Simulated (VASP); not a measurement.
# Al2H (Cmmm) in VASP: single point with PBE

Aim: the single point of Al2H with PBE.

All numbers are computed with VASP 6.6.1; they aren't measurements. Logs are shortened: lines on timing, memory, paths and dates and some standing lists are left out, and cuts for length are marked.

## (1) The cell of the first run

It takes space group Cmmm (No. 65, orthorhombic). Conventional cell: a = 5.365 Å, b = 5.399 Å, c = 3.471 Å, α = 90.00°, β = 90.00°, γ = 90.00°. Within 2.3 Å of Al (site symmetry mmm) lie 2 H at 1.74 Å. Within 3.5 Å of Al (site symmetry mmm) lie 6 Al at 2.68 to 3.47 Å and 8 H at 3.19 to 3.21 Å. H (site symmetry mmm) has 2 Al at 1.74 Å within 2.3 Å.

## (2) Single point, PBE

Contents of INCAR:

```
SYSTEM = Al2H
  PREC = Accurate
  ENCUT = 500
  EDIFF = 1E-6
  ISMEAR = 0
  SIGMA = 0.2
  LREAL = .FALSE.
  LASPH = .TRUE.
  NELM = 120
  ALGO = Normal
  ISIF = 2
  LWAVE = .FALSE.
  LCHARG = .FALSE.
  GGA = PE
  NBANDS = 10
  GGA_COMPAT = .FALSE.
```

Contents of KPOINTS:

```
Automatic mesh
0
G
  6 6 5
  0 0 0
```

Contents of POSCAR:

```
Al2H
1.0
    2.6823918252     -2.6995116858      0.0000000000
    2.6823918252      2.6995116858      0.0000000000
    0.0000000000      0.0000000000      3.4706663918
Al H
2 1
Direct
    0.5000000000      0.5000000000      0.5000000000
    0.0000000000      0.0000000000      0.5000000000
    0.5000000000      0.5000000000      0.0000000000
```

Potentials or basis: VASP PAW PBE potentials, release 64 (Al, H).

On the command line:

```console
cat potpaw_PBE.64/Al/POTCAR potpaw_PBE.64/H/POTCAR > POTCAR
mpirun -np 1 vasp_std > vasp.out
```

OUTCAR:

```text
SYSTEM = Al2H
   PREC = Accurate
   ENCUT = 500
   EDIFF = 1E-6
   ISMEAR = 0
   LREAL = .FALSE.
   LASPH = .TRUE.
   NELM = 120
   ISIF = 2
   GGA = PE

 ion  position               nearest neighbor table
   1  0.500  0.500  0.500-   3 1.74   3 1.74   2 2.68   2 2.68   2 2.70   2 2.70
   2  0.000  0.000  0.500-   1 2.68   1 2.68   1 2.70   1 2.70
   3  0.500  0.500  0.000-   1 1.74   1 1.74

  LATTYP: Found a base centered orthorhombic cell.
 ALAT       =     5.3647836504
 B/A-ratio  =     1.0063823117
 C/A-ratio  =     0.6469350151

  Lattice vectors:

 A1 = (   2.6823918252,  -2.6995116858,   0.0000000000)
 A2 = (   2.6823918252,   2.6995116858,   0.0000000000)
 A3 = (   0.0000000000,   0.0000000000,   3.4706663918)

Analysis of symmetry for initial positions (statically):
=====================================================================
 Subroutine PRICEL returns:
 Original cell was already a primitive cell.

 Routine SETGRP: Setting up the symmetry group for a
 base centered orthorhombic supercell.

 Subroutine GETGRP returns: Found  8 space group operations
 (whereof  8 operations were pure point group operations)
 out of a pool of  8 trial point group operations.

The static configuration has the point symmetry D_2h.

Analysis of symmetry for dynamics (positions and initial velocities):
=====================================================================
 Subroutine PRICEL returns:
 Original cell was already a primitive cell.

 Routine SETGRP: Setting up the symmetry group for a
 base centered orthorhombic supercell.

 Subroutine GETGRP returns: Found  8 space group operations
 (whereof  8 operations were pure point group operations)
 out of a pool of  8 trial point group operations.

The dynamic configuration has the point symmetry D_2h.

 Subroutine INISYM returns: Found  8 space group operations
 (whereof  8 operations are pure point group operations),
 and found     1 'primitive' translations

----------------------------------------------------------------------------------------

                                     Primitive cell

  volume of cell :      50.2632

  direct lattice vectors                    reciprocal lattice vectors
     2.682391825 -2.699511686  0.000000000     0.186400807 -0.185218683  0.000000000
     2.682391825  2.699511686  0.000000000     0.186400807  0.185218683  0.000000000
     0.000000000  0.000000000  3.470666392     0.000000000  0.000000000  0.288129105

  length of vectors
     3.805599722  3.805599722  3.470666392     0.262775991  0.262775991  0.288129105

  position of ions in fractional coordinates (direct lattice)
     0.500000000  0.500000000  0.500000000
     0.000000000  0.000000000  0.500000000
     0.500000000  0.500000000  0.000000000

  ion indices of the primitive-cell ions
   primitive index   ion index
                 1           1
                 2           2
                 3           3

----------------------------------------------------------------------------------------

 KPOINTS: Automatic mesh

Automatic generation of k-mesh.
 Grid dimensions read from file:
 generate k-points for:    6    6    5

 Generating k-lattice:

  Cartesian coordinates                     Fractional coordinates (reciprocal lattice)
     0.031066801 -0.030869781  0.000000000     0.166666667 -0.000000000  0.000000000
     0.031066801  0.030869781  0.000000000    -0.000000000  0.166666667  0.000000000
     0.000000000  0.000000000  0.057625821     0.000000000  0.000000000  0.200000000

  Length of vectors
     0.043795998  0.043795998  0.057625821

  Shift w.r.t. Gamma in fractional coordinates (k-lattice)
     0.000000000  0.000000000  0.000000000

 Subroutine IBZKPT returns following result:
 ===========================================

 Found     39 irreducible k-points:

 Following reciprocal coordinates:
            Coordinates               Weight
  0.000000  0.000000  0.000000      1.000000
  0.166667  0.000000  0.000000      4.000000
  0.333333  0.000000  0.000000      4.000000
  0.500000  0.000000  0.000000      2.000000
  0.166667  0.166667  0.000000      2.000000
  0.333333  0.166667  0.000000      4.000000
[... 16 lines left out ...]
  0.333333  0.333333  0.200000      4.000000
  0.500000  0.333333  0.200000      8.000000
 [... further k-points ...]
   k-points           NKPTS =     39   k-points in BZ     NKDIM =     39   number of bands    NBANDS=     10
   number of dos      NEDOS =    301   number of ions     NIONS =      3
   total plane-waves  NPLWV =  21952
   dimension x,y,z NGX =    28 NGY =   28 NGZ =   28
   dimension x,y,z NGXF=    56 NGYF=   56 NGZF=   56
   ions per type =               2   1
   NGX,Y,Z   is equivalent  to a cutoff of  12.23, 12.23, 13.41 a.u.
   NGXF,Y,Z  is equivalent  to a cutoff of  24.46, 24.46, 26.82 a.u.
 SYSTEM =  Al2H
   PREC   = accura    normal or accurate (medium, high low for compatibility)
   ISTART =      0    job   : 0-new  1-cont  2-samecut
   ICHARG =      2    charge: 1-file 2-atom 10-const
   ISPIN  =      1    spin polarized calculation?
   LNONCOLLINEAR =      F non collinear calculations
   LSORBIT =      F    spin-orbit coupling
   LASPH  =      T    aspherical Exc in radial PAW
   ENCUT  =  500.0 eV  36.75 Ry    6.06 a.u.   6.94  6.94  6.33*2*pi/ulx,y,z
   NELM   =    120;   NELMIN=  2; NELMDL= -5     # of ELM steps
   EDIFF  = 0.1E-05   stopping-criterion for ELM
   LREAL  =      F    real-space projection
   EDIFFG = 0.1E-04   stopping-criterion for IOM
   NSW    =      0    number of steps for IOM
   IBRION =     -1    ionic relax: 0-MD 1-quasi-New 2-CG
   NFREE  =      0    steps in history (QN), initial steepest desc. (CG)
   ISIF   =      2    stress and relaxation
   ISYM   =      2    0-nonsym 1-usesym 2-fastsym
   POTIM  = 0.5000    time-step for ionic-motion
   TEBEG  =    0.0;   TEEND  =   0.0 temperature during run
   PSTRESS=    0.0 pullay stress
   NELECT =       7.0000    total number of electrons
   NUPDOWN=      -1.0000    fix difference up-down
   EMIN   =  10.00;   EMAX   =-10.00  energy-range for DOS
   EFERMI =   0.00;   METHOD = LEGACY
   ISMEAR =     0;   SIGMA  =   0.20  broadening in eV -4-tet -1-fermi 0-gaus
   EFERMI_NEDOS =   21; number of points for ismear=-14 and -15
   IALGO  =     38    algorithm
   IMIX   =      4    mixing-type and parameters
     AMIX     =   0.40;   BMIX     =  1.00
     AMIX_MAG =   1.60;   BMIX_MAG =  1.00
  volume/ion in A,a.u.               =      16.75       113.06
  Fermi-wavevector in a.u.,A,eV,Ry     =   0.848576  1.603576  9.797300  0.720081
  Thomas-Fermi vector in A             =   1.964261
   LORBIT       =      0    0 simple, 1 ext, 2 COOP (PROOUT), +10 PAW based schemes
   GGA     = PE    functional components
   LHFCALC =     F    Hartree Fock is set to
   AEXX    =    0.0000 exact exchange contribution
   IVDW    =     0    specifies the selected vdW correction
   LEPSILON=     F    determine dielectric tensor
   LRPA    =     F    only Hartree local field effects (RPA)
 non-spin polarized calculation
 Gauss-broadening in eV      SIGMA  =   0.20
  energy-cutoff  :      500.00
  volume of cell :       50.26
 maximum number of plane-waves:      1289
   NGX = 13   NGY = 13   NGZ = 13

 number of electron       6.9999999 magnetization

 Free energy of the ion-electron system (eV)
  ---------------------------------------------------
  ext. energy  EPLUGINS =         0.00000000
  ---------------------------------------------------
  free energy    TOTEN  =        -9.39274684 eV

  energy without entropy =       -9.35912640  energy(sigma->0) =       -9.37593662

 E-fermi :   4.0548     XC(G=0):  -8.8368

 val. band max:        4.0352062593   @ k =   0.1667   0.0000   0.0000
 cond. band min:       4.0633203443   @ k =   0.3333   0.0000   0.0000
 fundamental gap:      0.0281140850
 Fermi energy:         4.0547677208

 k-point     1 :       0.0000    0.0000    0.0000
  band No.  band energies     occupation
      1      -5.3333      2.00000
      2       1.8033      2.00000
      3       4.4377      0.00678
      4       4.5074      0.00137
      5       6.7269      0.00000
      6       7.0997      0.00000
      7       7.7070      0.00000
      8      13.0202      0.00000
      9      13.7914      0.00000
     10      14.2484      0.00000

 k-point     2 :       0.1667    0.0000    0.0000
  band No.  band energies     occupation
      1      -5.0814      2.00000
      2       0.9055      2.00000
      3       4.0352      1.11001
      4       4.7270      0.00000
      5       6.9735      0.00000
      6       7.7457      0.00000
      7       9.1285      0.00000
      8      10.8133      0.00000
      9      12.5420      0.00000
     10      13.1303      0.00000

 k-point     3 :       0.3333    0.0000    0.0000
  band No.  band energies     occupation
      1      -4.3709      2.00000
      2      -0.8671      2.00000
      3       4.0633      0.95178
      4       5.4892      0.00000
      5       7.7023      0.00000
      6       8.1939      0.00000
      7       8.5487      0.00000
      8      10.6526      0.00000
      9      11.7193      0.00000
     10      11.9625      0.00000

 k-point     4 :       0.5000    0.0000    0.0000
  band No.  band energies     occupation
      1      -3.6903      2.00000
      2      -1.9734      2.00000
      3       4.1761      0.39109
      4       6.6797      0.00000
      5       6.8492      0.00000
      6       8.4444      0.00000
      7       8.6371      0.00000
      8       9.2894      0.00000
      9      11.3855      0.00000
     10      12.0859      0.00000

 k-point     5 :       0.1667    0.1667    0.0000
  band No.  band energies     occupation
      1      -4.8300      2.00000
      2       0.6235      2.00000
      3       2.8279      2.00000
      4       5.2505      0.00000
      5       7.2223      0.00000
      6       8.5433      0.00000
      7       9.6395      0.00000
      8       9.8684      0.00000
      9      12.1752      0.00000
     10      14.6922      0.00000

 k-point     6 :       0.3333    0.1667    0.0000
  band No.  band energies     occupation
      1      -4.1326      2.00000
      2      -0.6950      2.00000
      3       2.7064      2.00000
      4       5.2090      0.00000
      5       7.4327      0.00000
      6       7.9481      0.00000
      7      10.0418      0.00000
      8      10.7804      0.00000
      9      12.4533      0.00000
     10      13.3955      0.00000
[... 183 lines left out ...]
 k-point    21 :      -0.3333    0.1667    0.2000
  band No.  band energies     occupation
      1      -3.6882      2.00000
      2      -0.3367      2.00000
      3       2.5327      2.00000
      4       4.1519      0.49213
      5       6.6933      0.00000
      6       7.1494      0.00000
      7       9.9469      0.00000
      8      11.7075      0.00000
      9      12.0267      0.00000
     10      13.4479      0.00000

 k-point    22 :      -0.1667    0.1667    0.2000
  band No.  band energies     occupation
      1      -4.3766      2.00000
      2       0.6399      2.00000
      3       3.1596      2.00000
      4       3.5099      1.99988
      5       6.8310      0.00000
      6       9.0296      0.00000
      7      10.1351      0.00000
      8      10.4687      0.00000
      9      11.5605      0.00000
     10      12.2046      0.00000

 k-point    23 :       0.3333    0.3333    0.2000
  band No.  band energies     occupation
      1      -3.0500      2.00000
      2      -0.1528      2.00000
      3       1.6616      2.00000
      4       3.4326      1.99999
      5       5.3052      0.00000
      6       7.2851      0.00000
      7      10.0546      0.00000
      8      11.5747      0.00000
      9      12.5388      0.00000
     10      14.2685      0.00000

 k-point    24 :       0.5000    0.3333    0.2000
  band No.  band energies     occupation
      1      -2.5484      2.00000
      2      -0.4792      2.00000
      3       1.7627      2.00000
      4       2.7857      2.00000
      5       5.0012      0.00000
      6       7.2345      0.00000
      7      10.1226      0.00000
      8      10.7623      0.00000
      9      12.5293      0.00000
     10      14.9090      0.00000

 [... further k-points ...]

------------------------ aborting loop because EDIFF is reached ----------------------------------------

  FORCE on cell =-STRESS in cart. coord.  units (eV):
  Direction    XX          YY          ZZ          XY          YZ          ZX
  --------------------------------------------------------------------------------------
  -------------------------------------------------------------------------------------
  Total        0.2254593      0.0248768     -0.1094719     -0.0000000      0.0000000      0.0000000
  in kB        7.1866836      0.7929662     -3.4894967     -0.0000000      0.0000000      0.0000000
  external PRESSURE =       1.4967177 kB  Pullay stress =       0.0000000 kB

 VOLUME and BASIS-vectors are now :
 -----------------------------------------------------------------------------
  energy-cutoff  :      500.00
  volume of cell :       50.26
      direct lattice vectors                 reciprocal lattice vectors
     2.682391825 -2.699511686  0.000000000     0.186400807 -0.185218683  0.000000000
     2.682391825  2.699511686  0.000000000     0.186400807  0.185218683  0.000000000
     0.000000000  0.000000000  3.470666392     0.000000000  0.000000000  0.288129105

 POSITION                                       TOTAL-FORCE (eV/Angst)
 -----------------------------------------------------------------------------------
      2.68239      0.00000      1.73533         0.000000     -0.000000      0.000000
      0.00000      0.00000      1.73533        -0.000000     -0.000000      0.000000
      2.68239      0.00000      0.00000         0.000000      0.000000      0.000000
 -----------------------------------------------------------------------------------
    total drift:                                0.000000      0.000000      0.000000

  FREE ENERGIE OF THE ION-ELECTRON SYSTEM (eV)
  ---------------------------------------------------
  free  energy   TOTEN  =        -9.3927468382 eV

  energy  without entropy=       -9.3591263983  energy(sigma->0) =       -9.37593662
```

Wall time 37 s (1 thread of Intel Xeon 8259CL, shared host); peak memory 0.15 GiB.

What came out:

| Property | Result |
| --- | --- |
| Free energy | -9.3927 eV |
| Pressure | 0.1 GPa |

Stress tensor (GPa, compression positive):
```
 0.72  0.00  0.00
 0.00  0.08  0.00
 0.00  0.00 -0.35
```

Caveat: the k points lie up to 0.36 Å⁻¹ apart.
